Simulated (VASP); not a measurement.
Runs of VASP 6.6.1 on BN. The structure is that of space group P6_3/mmc (No. 194), or close to it. The cells are those of the table. 

| task | cell | cutoff (eV) | gap on the mesh (eV) | pressure (GPa) |
| --- | --- | --- | --- | --- |
| single point | a = 2.503, b = 2.503, c = 6.366 Å, angles 90.0, 90.0, 120.0°, 4 atoms | 520 | 4.18 | 1.5 |
| relaxation of shape and atoms at fixed volume | relaxed from a = 2.462, b = 2.462, c = 6.032 Å, angles 90.0, 90.0, 120.0°, 4 atoms | 600 | 4.10 | 6.2 |
| single point | a = 2.486, b = 2.486, c = 5.646 Å, angles 90.0, 90.0, 120.0°, 4 atoms | 520 | 4.07 | 10.9 |
| single point | a = 2.493, b = 2.493, c = 5.883 Å, angles 90.0, 90.0, 120.0°, 4 atoms | 520 | 4.10 | (b) |
| relaxation of shape and atoms at fixed volume | relaxed from a = 2.468, b = 2.468, c = 6.276 Å, angles 90.0, 90.0, 120.0°, 4 atoms | 600 | (c) | 3.2 |
| relaxation of shape and atoms at fixed volume | relaxed from a = 2.446, b = 2.446, c = 5.555 Å, angles 90.0, 90.0, 120.0°, 4 atoms | 600 | (a) | 16.3 |
| relaxation of shape and atoms at fixed volume | relaxed from a = 2.473, b = 2.473, c = 6.525 Å, angles 90.0, 90.0, 120.0°, 4 atoms | 600 | 4.18 | 1.1 |
| single point | a = 2.509, b = 2.509, c = 6.866 Å, angles 90.0, 90.0, 120.0°, 4 atoms | 520 | 4.32 | -0.8 |

Alike in all rows: level PBE+D3(BJ); potentials or basis VASP PAW PBE potentials, release 64 (B, N); no spin polarisation; k mesh 12 × 12 × 4; smearing gaussian 0.05 eV.

**Question.** Estimate the missing entries.

**Answer.** (a) 3.93; (b) 6.6; (c) 4.12.

Caveats: the cell stands under pressure (at least some runs).

A k mesh can miss the band edges.
